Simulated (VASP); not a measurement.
Runs of VASP 6.6.1 on KCl. The structure is that of space group I4/mmm (No. 139), or close to it. The cells are those of the table. 

| cell | gap on the mesh (eV) | pressure (GPa) |
| --- | --- | --- |
| a = 4.732, b = 4.732, c = 4.820 Å, angles 59.4, 59.4, 61.2°, 2 atoms | 4.46 | -2.3 |
| a = 4.467, b = 4.467, c = 4.642 Å, angles 58.7, 58.7, 62.6°, 2 atoms | 4.83 | -0.7 |
| a = 4.382, b = 4.382, c = 4.106 Å, angles 62.1, 62.1, 55.9°, 2 atoms | 5.27 | (b) |
| a = 4.382, b = 4.382, c = 4.642 Å, angles 58.0, 58.0, 64.0°, 2 atoms | 4.87 | (a) |
| a = 4.561, b = 4.561, c = 4.285 Å, angles 62.0, 62.0, 56.0°, 2 atoms | 4.95 | 0.2 |
| a = 4.289, b = 4.289, c = 4.463 Å, angles 58.6, 58.6, 62.7°, 2 atoms | 5.15 | 1.6 |
| a = 4.645, b = 4.645, c = 4.820 Å, angles 58.7, 58.7, 62.5°, 2 atoms | (d) | -2.0 |
| a = 4.554, b = 4.554, c = 4.642 Å, angles 59.4, 59.4, 61.3°, 2 atoms | 4.75 | (c) |
| a = 4.645, b = 4.645, c = 4.463 Å, angles 61.3, 61.3, 57.4°, 2 atoms | 4.75 | -1.3 |
| a = 4.289, b = 4.289, c = 4.106 Å, angles 61.4, 61.4, 57.2°, 2 atoms | 5.47 | 4.2 |
| a = 4.467, b = 4.467, c = 4.285 Å, angles 61.3, 61.3, 57.3°, 2 atoms | 5.08 | 0.6 |
| a = 4.375, b = 4.375, c = 4.463 Å, angles 59.3, 59.3, 61.3°, 2 atoms | 5.09 | 0.3 |

Alike in all rows: task single point; level PBEsol; potentials or basis VASP PAW PBE potentials, release 64 (K_sv, Cl); no spin polarisation; k mesh 6 × 6 × 6; cutoff (eV) 520; smearing gaussian 0.05 eV.

Fill in the values left out.

(a) 0.5; (b) 3.4; (c) -1.5; (d) 4.55.

Caveats: the PAW data sets were made with another functional, which shifts forces and pressure a little.

